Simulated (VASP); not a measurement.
## Re: relaxation of cell and atoms with LDA

The system is Re.

```
CELL_PARAMETERS angstrom
2.76000 0.00000 0.00000
-1.38000 2.39023 0.00000
0.00000 0.00000 4.45000
ATOMIC_POSITIONS crystal
Re 0.33333 0.66667 0.25000
Re 0.66667 0.33333 0.75000
```

* Program: VASP 6.6.1
* Task: relaxation of cell and atoms
* Functional: LDA
* Potentials or basis: VASP PAW LDA potentials, release 64 (Re)
* Cutoff: 600 eV
* k mesh: 9 × 9 × 4
* Occupations: gaussian, width 0.1 eV
* Spin: no spin polarisation
* Dipole correction: no
* Further INCAR settings: ALGO = Normal; EDIFF = 1e-07; IBRION = 2; EDIFFG = -0.05; NSW = 100; ISIF = 3

```
Relaxed volume                        : 14.40 Å³/atom
Relaxed cell                          : a = 2.743 Å, b = 2.743 Å, c = 4.421 Å, α = 90.00°, β = 90.00°, γ = 120.00°
Space group after relaxing (to 0.1 Å) : P6_3/mmc (No. 194)
Energy gained by relaxing             : 7.3 meV/atom
Ionic steps                           : 3
Pressure after relaxing               : -0.3 GPa
Band gap on the k mesh                : zero (bands 7 and 8 overlap by 2.99 eV)
```

Step by step:
```csv
step,energy change (eV),largest force (eV/Å),pressure (GPa),volume (Å³)
1,0.0000,0.0000,-7.91,29.36
2,0.2863,0.0000,43.62,26.38
3,-0.0146,0.0000,-0.34,28.80
```

Final structure:
```
Re
1.0
     2.74254    0.00000    0.00000
    -1.37127    2.37511    0.00000
     0.00000    0.00000    4.42124
Re
2
Direct
  0.33333 0.66667 0.25000
  0.66667 0.33333 0.75000
```

Levels at points of the mesh, in eV from the Fermi level:
```csv
k point,band 3,band 4,band 5,band 6,band 7,band 8,band 9,band 10,band 11
"(0.00, 0.00, 0.00)",-1.68,-1.68,-1.65,-0.81,-0.81,0.14,0.14,0.80,3.44
"(0.00, 0.00, 0.50)",-2.43,-2.43,-1.82,-1.82,-1.82,-1.82,2.60,2.60,2.60
```

Wall time 42 s on 1 thread of Intel Xeon 8259CL (shared host), peak memory 0.15 GiB.

Caveat: spin-orbit coupling is left out, which moves the levels of the heavy elements.
